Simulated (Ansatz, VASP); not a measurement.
# One calculation of NaAu, two programs

```
CELL_PARAMETERS angstrom
2.20714 -2.20729 0.00000
2.20714 2.20729 0.00000
0.00000 0.00000 4.26324
ATOMIC_POSITIONS crystal
Na 0.50000 0.50000 0.50000
Au 0.00000 0.00000 0.00000
```

Alike in both runs: task electric field gradients; functional PBE; k mesh 14 × 14 × 10; occupations fermi-dirac, width 0.15 eV; no spin polarisation.

|  | VASP | Ansatz |
| --- | --- | --- |
| version | VASP 6.6.1 | Ansatz 0.2.0 |
| potentials or method | VASP PAW PBE potentials, release 64 (Na_pv, Au), cutoff 520 eV | scalar-relativistic, plane waves, PAW |
| valence electrons in the cell | 18 | 28 |

VASP gave:

| Quantity | Value |
| --- | --- |
| gap on the k mesh at the Fermi level (eV) | none |
| pressure (GPa) | 0.0 |
| traceless stress, the component that is largest in VASP (GPa) | -0.06 |
| size of Vzz on the site where it differs most (V/Å²) | 154.6 |

What did Ansatz give for the same quantities?

gap on the k mesh at the Fermi level (eV): none; pressure (GPa): 0.0; traceless stress, the component that is largest in VASP (GPa): 0.00; size of Vzz on the site where it differs most (V/Å²): 178.3.

A gap of «none» marks a metal or a gap that the smearing closes. VASP's potentials hold 18 valence electrons a cell and Ansatz's 28, so a difference there can come from the potentials and not from the codes.

Spin-orbit coupling is off throughout.
